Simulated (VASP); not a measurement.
# CsPbCl3 (Pm-3m) in VASP: a series of runs

The runs below take CsPbCl3 through single point, with PBE.

Program: VASP 6.6.1. These are calculated values, not measurements. Logs are shortened: lines on timing, memory, paths and dates and some standing lists are left out, and cuts for length are marked.

### 1 The cell of the first run

It takes space group Pm-3m (No. 221, cubic). Conventional cell: a = 5.605 Å, b = 5.605 Å, c = 5.605 Å, α = 90.00°, β = 90.00°, γ = 90.00°. Pb (site symmetry m-3m) has 6 Cl at 2.80 Å within 3.7 Å. Cs (site symmetry m-3m) has 12 Cl at 3.96 Å and 8 Pb at 4.85 Å within 5.2 Å. Within 3.7 Å of Cl (site symmetry 4/mmm) lie 2 Pb at 2.80 Å.

### 2 Single point, PBE

INCAR

```
SYSTEM = CsPbCl3
  PREC = Accurate
  ENCUT = 520
  EDIFF = 1E-7
  ISMEAR = 0
  SIGMA = 0.013000000000000001
  LREAL = .FALSE.
  LASPH = .TRUE.
  NELM = 60
  ALGO = Normal
  ISIF = 2
  LWAVE = .FALSE.
  LCHARG = .FALSE.
  GGA = PE
  NBANDS = 30
```

KPOINTS

```
regular mesh
0
G
  5 5 5
  0 0 0
```

POSCAR

```
CsPbCl3
1.0
    5.6050000000      0.0000000000      0.0000000000
    0.0000000000      5.6050000000      0.0000000000
    0.0000000000      0.0000000000      5.6050000000
Pb Cs Cl
1 1 3
Direct
    0.5000000000      0.5000000000      0.5000000000
    0.0000000000      0.0000000000      0.0000000000
    0.5000000000      0.0000000000      0.5000000000
    0.0000000000      0.5000000000      0.5000000000
    0.5000000000      0.5000000000      0.0000000000
```

Potentials or basis: VASP PAW PBE potentials, release 64 (Pb_d, Cs_sv, Cl).

On the command line:

```bash
cat potpaw_PBE.64/Pb_d/POTCAR potpaw_PBE.64/Cs_sv/POTCAR potpaw_PBE.64/Cl/POTCAR > POTCAR
mpirun -np 1 vasp_std > vasp.out
```

OUTCAR:

```text
SYSTEM = CsPbCl3
   PREC = Accurate
   ENCUT = 520
   EDIFF = 1E-7
   ISMEAR = 0
   LREAL = .FALSE.
   LASPH = .TRUE.
   NELM = 60
   ISIF = 2
   GGA = PE

 ion  position               nearest neighbor table
   1  0.500  0.500  0.500-   3 2.80   4 2.80   5 2.80   5 2.80   3 2.80   4 2.80
   2  0.000  0.000  0.000-
   3  0.500  0.000  0.500-   1 2.80   1 2.80
   4  0.000  0.500  0.500-   1 2.80   1 2.80
   5  0.500  0.500  0.000-   1 2.80   1 2.80

  LATTYP: Found a simple cubic cell.
 ALAT       =     5.6050000000

  Lattice vectors:

 A1 = (   5.6050000000,   0.0000000000,   0.0000000000)
 A2 = (   0.0000000000,   5.6050000000,   0.0000000000)
 A3 = (   0.0000000000,   0.0000000000,   5.6050000000)

Analysis of symmetry for initial positions (statically):
=====================================================================
 Subroutine PRICEL returns:
 Original cell was already a primitive cell.

 Routine SETGRP: Setting up the symmetry group for a
 simple cubic supercell.

 Subroutine GETGRP returns: Found 48 space group operations
 (whereof 48 operations were pure point group operations)
 out of a pool of 48 trial point group operations.

The static configuration has the point symmetry O_h .

Analysis of symmetry for dynamics (positions and initial velocities):
=====================================================================
 Subroutine PRICEL returns:
 Original cell was already a primitive cell.

 Routine SETGRP: Setting up the symmetry group for a
 simple cubic supercell.

 Subroutine GETGRP returns: Found 48 space group operations
 (whereof 48 operations were pure point group operations)
 out of a pool of 48 trial point group operations.

The dynamic configuration has the point symmetry O_h .

 Subroutine INISYM returns: Found 48 space group operations
 (whereof 48 operations are pure point group operations),
 and found     1 'primitive' translations

----------------------------------------------------------------------------------------

                                     Primitive cell

  volume of cell :     176.0868

  direct lattice vectors                    reciprocal lattice vectors
     5.605000000  0.000000000  0.000000000     0.178412132  0.000000000  0.000000000
     0.000000000  5.605000000  0.000000000     0.000000000  0.178412132  0.000000000
     0.000000000  0.000000000  5.605000000     0.000000000  0.000000000  0.178412132

  length of vectors
     5.605000000  5.605000000  5.605000000     0.178412132  0.178412132  0.178412132

[... 74 lines left out ...]
   NSW    =      0    number of steps for IOM
   IBRION =     -1    ionic relax: 0-MD 1-quasi-New 2-CG
   NFREE  =      0    steps in history (QN), initial steepest desc. (CG)
   ISIF   =      2    stress and relaxation
   ISYM   =      2    0-nonsym 1-usesym 2-fastsym
   POTIM  = 0.5000    time-step for ionic-motion
   TEBEG  =    0.0;   TEEND  =   0.0 temperature during run
   PSTRESS=    0.0 pullay stress
   NELECT =      44.0000    total number of electrons
   NUPDOWN=      -1.0000    fix difference up-down
   EMIN   =  10.00;   EMAX   =-10.00  energy-range for DOS
   EFERMI =   0.00;   METHOD = LEGACY
   ISMEAR =     0;   SIGMA  =   0.01  broadening in eV -4-tet -1-fermi 0-gaus
   EFERMI_NEDOS =   21; number of points for ismear=-14 and -15
   IALGO  =     38    algorithm
   IMIX   =      4    mixing-type and parameters
     AMIX     =   0.40;   BMIX     =  1.00
     AMIX_MAG =   1.60;   BMIX_MAG =  1.00
  volume/ion in A,a.u.               =      35.22       237.66
  Fermi-wavevector in a.u.,A,eV,Ry     =   1.031138  1.948568 14.466333  1.063245
  Thomas-Fermi vector in A             =   2.165271
   LORBIT       =      0    0 simple, 1 ext, 2 COOP (PROOUT), +10 PAW based schemes
   GGA     = PE    functional components
   LHFCALC =     F    Hartree Fock is set to
   AEXX    =    0.0000 exact exchange contribution
   IVDW    =     0    specifies the selected vdW correction
   LEPSILON=     F    determine dielectric tensor
   LRPA    =     F    only Hartree local field effects (RPA)
 non-spin polarized calculation
 Gauss-broadening in eV      SIGMA  =   0.01
  energy-cutoff  :      520.00
  volume of cell :      176.09
 maximum number of plane-waves:      4765
 NGX is ok and might be reduce to    42
   NGX = 21   NGY = 21   NGZ = 21

 number of electron      44.0000004 magnetization

 Free energy of the ion-electron system (eV)
  ---------------------------------------------------
  ext. energy  EPLUGINS =         0.00000000
  ---------------------------------------------------
  free energy    TOTEN  =       -17.50764352 eV

  energy without entropy =      -17.50764352  energy(sigma->0) =      -17.50764352

 E-fermi :   1.3192     XC(G=0):  -7.8209

 val. band max:        1.2034992365   @ k =   0.4000   0.4000   0.4000
 cond. band min:       4.1668340665   @ k =   0.4000   0.4000   0.4000
 fundamental gap:      2.9633348300
 Fermi energy:         1.3191625798

 k-point     1 :       0.0000    0.0000    0.0000
  band No.  band energies     occupation
      1     -19.5683      2.00000
      2     -15.0078      2.00000
      3     -15.0078      2.00000
      4     -14.7602      2.00000
      5     -14.7602      2.00000
      6     -14.7602      2.00000
[... 319 lines left out ...]
     29       7.5014      0.00000
     30       8.3753      0.00000

------------------------ aborting loop because EDIFF is reached ----------------------------------------

  FORCE on cell =-STRESS in cart. coord.  units (eV):
  Direction    XX          YY          ZZ          XY          YZ          ZX
  --------------------------------------------------------------------------------------
  -------------------------------------------------------------------------------------
  Total        1.8537879      1.8537879      1.8537879      0.0000000     -0.0000000      0.0000000
  in kB       16.8672304     16.8672304     16.8672304      0.0000000     -0.0000000      0.0000000
  external PRESSURE =      16.8672304 kB  Pullay stress =       0.0000000 kB

 VOLUME and BASIS-vectors are now :
 -----------------------------------------------------------------------------
  energy-cutoff  :      520.00
  volume of cell :      176.09
      direct lattice vectors                 reciprocal lattice vectors
     5.605000000  0.000000000  0.000000000     0.178412132  0.000000000  0.000000000
     0.000000000  5.605000000  0.000000000     0.000000000  0.178412132  0.000000000
     0.000000000  0.000000000  5.605000000     0.000000000  0.000000000  0.178412132

 POSITION                                       TOTAL-FORCE (eV/Angst)
 -----------------------------------------------------------------------------------
      2.80250      2.80250      2.80250         0.000000      0.000000      0.000000
      0.00000      0.00000      0.00000         0.000000      0.000000      0.000000
      2.80250      0.00000      2.80250         0.000000      0.000000      0.000000
      0.00000      2.80250      2.80250         0.000000      0.000000      0.000000
      2.80250      2.80250      0.00000         0.000000      0.000000      0.000000
 -----------------------------------------------------------------------------------
    total drift:                                0.000000     -0.000000     -0.000000

  FREE ENERGIE OF THE ION-ELECTRON SYSTEM (eV)
  ---------------------------------------------------
  free  energy   TOTEN  =       -17.5076435203 eV

  energy  without entropy=      -17.5076435203  energy(sigma->0) =      -17.50764352
```

OSZICAR:

```text
N       E                     dE             d eps       ncg     rms          rms(c)
DAV:   1     0.407760475425E+03    0.40776E+03   -0.19320E+04   600   0.134E+03
DAV:   2     0.324667052366E+02   -0.37529E+03   -0.35681E+03   678   0.311E+02
DAV:   3    -0.163085027255E+02   -0.48775E+02   -0.48220E+02   754   0.121E+02
DAV:   4    -0.182783137959E+02   -0.19698E+01   -0.19614E+01   762   0.303E+01
DAV:   5    -0.183470478392E+02   -0.68734E-01   -0.68705E-01   776   0.499E+00    0.542E+00
DAV:   6    -0.175308760746E+02    0.81617E+00   -0.14660E+00   862   0.129E+01    0.353E+00
DAV:   7    -0.174948079174E+02    0.36068E-01   -0.61039E-01   928   0.456E+00    0.191E+00
DAV:   8    -0.175092980560E+02   -0.14490E-01   -0.80947E-02   848   0.231E+00    0.276E-01
DAV:   9    -0.175070411075E+02    0.22569E-02   -0.18961E-02   922   0.112E+00    0.134E-01
DAV:  10    -0.175075733749E+02   -0.53227E-03   -0.20215E-03   736   0.273E-01    0.517E-02
DAV:  11    -0.175076411555E+02   -0.67781E-04   -0.18191E-04   872   0.107E-01    0.130E-02
DAV:  12    -0.175076434127E+02   -0.22572E-05   -0.23262E-05   780   0.580E-02    0.371E-03
DAV:  13    -0.175076434686E+02   -0.55918E-07   -0.23040E-06   892   0.119E-02    0.242E-03
DAV:  14    -0.175076435203E+02   -0.51648E-07   -0.54638E-07   716   0.720E-03
   1 F= -.17507644E+02 E0= -.17507644E+02  d E =-.196280E-37
```

It took 47 s on 1 thread of Intel Xeon 6975P-C, shared host; peak memory 0.27 GiB.

What came out:

```
Free energy            : -17.5076 eV
Pressure               : 1.7 GPa
Band gap on the k mesh : 2.96 eV, direct
```

Caveat: spin-orbit coupling is left out, which moves the levels of the heavy elements.

### 3 Single point, PBE

INCAR

```
PREC = Accurate
ENCUT = 520
EDIFF = 1E-6
ISMEAR = 0
SIGMA = 0.014
LREAL = False
LASPH = True
NELM = 80
ALGO = Normal
ISIF = 2
LWAVE = False
LCHARG = True
GGA = PE
LELF = True
LVHAR = True
NBANDS = 30
```

KPOINTS

```
Automatic mesh
0
Gamma
  5 5 5
```

POSCAR is that of step 2.

Potentials or basis: VASP PAW PBE potentials, release 64 (Pb_d, Cs_sv, Cl).

On the command line:

```bash
cat potpaw_PBE.64/Pb_d/POTCAR potpaw_PBE.64/Cs_sv/POTCAR potpaw_PBE.64/Cl/POTCAR > POTCAR
mpirun -np 1 vasp_std > vasp.out
```

Wall time 49 s (1 thread of Intel Xeon 6975P-C, shared host); peak memory 0.28 GiB.

Results (log left out):

- Free energy: -17.5076 eV
- Pressure: 1.7 GPa
- Band gap on the k mesh: 2.96 eV, direct

Levels at points of the mesh, in eV from the valence-band top:
| k point | band 18 | band 19 | band 20 | band 21 | band 22 | band 23 | band 24 | band 25 | band 26 | band 27 |
| --- | --- | --- | --- | --- | --- | --- | --- | --- | --- | --- |
| (0.00, 0.00, 0.00) | -2.05 | -2.05 | -1.94 | -1.94 | -1.94 | 3.94 | 4.88 | 4.88 | 5.80 | 5.80 |

Caveat: spin-orbit coupling is left out, which moves the levels of the heavy elements. A hybrid or GW would open this gap; PBE tends to underestimate it.
